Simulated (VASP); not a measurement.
**CdSe: single point with PBE+D4**

The system is CdSe.

```
CELL_PARAMETERS angstrom
0.00000 2.87396 2.87396
2.87396 0.00000 2.87396
2.87396 2.87396 0.00000
ATOMIC_POSITIONS crystal
Cd 0.00000 0.00000 0.00000
Se 0.50000 0.50000 0.50000
```

```
Program                : VASP 6.6.1
Task                   : single point
Functional             : PBE
Dispersion             : D4
Potentials or basis    : VASP PAW PBE potentials, release 64 (Cd, Se)
Cutoff                 : 520 eV
k mesh                 : 4 × 4 × 4
Occupations            : tetrahedron
Spin                   : no spin polarisation
Dipole correction      : no
Further INCAR settings : ALGO = Normal; EDIFF = 1e-07; NBANDS = 16
```

```
Pressure                   : -2.1 GPa
Band gap on the k mesh     : zero (band 9 reaches 2.28 eV, above the bottom of band 10 at 1.80 eV)
Dispersion energy per atom : -0.390 eV
```

Levels at points of the mesh, in eV from the Fermi level:
```tsv
k point	band 7	band 8	band 9	band 10	band 11	band 12
(0.00, 0.00, 0.00)	-0.49	-0.49	-0.49	0.14	8.71	8.71
(0.50, 0.00, 0.00)	-4.86	0.06	0.06	3.09	5.31	5.31
(0.50, 0.50, 0.00)	-3.99	-1.94	-1.94	-0.42	5.53	9.81
```

It used 6.9 s of CPU time on 1 thread of AMD EPYC 7R13 Processor (Zen 3), with other jobs on the host.

Caveat: the k points lie up to 0.47 Å⁻¹ apart; pairwise dispersion overbinds metals, which lowers pressure and volume.
